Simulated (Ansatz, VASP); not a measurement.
# Two plane-wave programs on PbS

POSCAR

```
PbS
1.0
    0.0000000000      3.2786528093      3.2786528093
    3.2786528093      0.0000000000      3.2786528093
    3.2786528093      3.2786528093      0.0000000000
Pb S
1 1
Direct
    0.0000000000      0.0000000000      0.0000000000
    0.2500000000      0.2500000000      0.2500000000
```

INCAR.step1

```
PREC = Accurate
ENCUT = 520
ISMEAR = 0
SIGMA = 0.05
LREAL = False
LASPH = True
NELM = 80
NBANDS = 17
GGA = PE
ALGO = Normal
EDIFF = 1E-4
LWAVE = True
LCHARG = False
```

INCAR.step2

```
PREC = Accurate
ENCUT = 520
EDIFF = 1E-6
ISMEAR = 0
SIGMA = 0.05
LREAL = False
LASPH = True
NELM = 80
ALGO = Normal
ISIF = 2
LWAVE = False
LCHARG = True
METAGGA = R2SCAN
LMIXTAU = True
LELF = True
LVHAR = True
NBANDS = 17
ISTART = 1
```

KPOINTS

```
Automatic mesh
0
Gamma
  6 6 6
```

Input for Ansatz:

```yaml
crystal:
  lattice:
    - [0.0, 3.2786528093, 3.2786528093]
    - [3.2786528093, 0.0, 3.2786528093]
    - [3.2786528093, 3.2786528093, 0.0]
  atoms:
    - { symbol: Pb, position: [0.0, 0.0, 0.0] }
    - { symbol: S, position: [0.25, 0.25, 0.25] }
basis:
  ecutwfc: 500
  ecutrho_ratio: 4
kpoints:
  mp_grid: { grid: [6, 6, 6] }
hamiltonian:
  xc: r2scan
scf:
  occupations: { method: gaussian, width: 0.05 }
output:
  forces: true
  stress: true
  eigenvalues: true
```

Alike in both runs: task single point; functional r2SCAN; k mesh 6 × 6 × 6; occupations gaussian, width 0.05 eV; no spin polarisation.

|  | VASP | Ansatz |
| --- | --- | --- |
| version | VASP 6.6.1 | Ansatz 0.2.0 |
| potentials or method | VASP PAW PBE potentials, release 64 (Pb_d, S), cutoff 520 eV | scalar-relativistic, plane waves, PAW |
| valence electrons in the cell | 20 | 20 |

```csv
,VASP,Ansatz,Ansatz less VASP
gap on the k mesh at the Fermi level (eV),1.02,1.02,0.000
least direct gap on the mesh (eV),1.41,1.41,-0.001
pressure (GPa),0.8,0.8,0.00
```

VASP's potentials were made for PBE, not for r2SCAN. The functional is the same, so the differences come from potentials, cutoffs and numerics.

Neither program's run includes spin-orbit coupling.
